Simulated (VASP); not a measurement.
Wanted: the native input for a VASP 6.6.1 run.

```
Task                   : single point
Functional             : LDA
Potentials or basis    : VASP PAW LDA potentials, release 64 (Ir)
Cutoff                 : 520 eV
k mesh                 : 20 × 20 × 20
Occupations            : gaussian, width 0.15 eV
Spin                   : no spin polarisation
Dipole correction      : no
Further INCAR settings : ALGO = Fast; EDIFF = 1e-06; NBANDS = 10
```

The structure of Ir lies in POSCAR:

```
Ir
1.0
   -0.2095945338      1.8530062193      1.8530062193
    1.6958103189     -0.0523986334      1.6958103189
    1.9054048527      1.9054048527     -0.2619931672
Ir
1
Direct
    0.0000000000      0.0000000000      0.0000000000
```

This cell differs from its parent crystal: engineering shear strain xz -0.2200, engineering shear strain yz -0.0550.

The input as run:

INCAR

```
SYSTEM = Ir
ALGO = Fast
EDIFF = 1E-6
ENCUT = 520
GGA = CA
ISIF = 2
ISMEAR = 0
LASPH = .True.
LCHARG = .False.
LREAL = .False.
LWAVE = .False.
NBANDS = 10
NELM = 60
PREC = Accurate
SIGMA = 0.15
```

KPOINTS

```
k-points
0
Gamma
  20 20 20
  0 0 0
```

Potentials or basis: VASP PAW LDA potentials, release 64 (Ir).

The run is started by

```console
$ cat potpaw_LDA.64/Ir/POTCAR > POTCAR
$ mpirun -np 1 vasp_std > vasp.out
```

Results of the run:

```yaml
Pressure: 31.1 GPa
```

Caveat: the cell differs from its parent crystal (engineering shear strain xz -0.2200, engineering shear strain yz -0.0550).

It took 5.7 min on 1 thread of Intel Xeon 6975P-C, with other jobs on the host, peak memory 0.65 GiB.
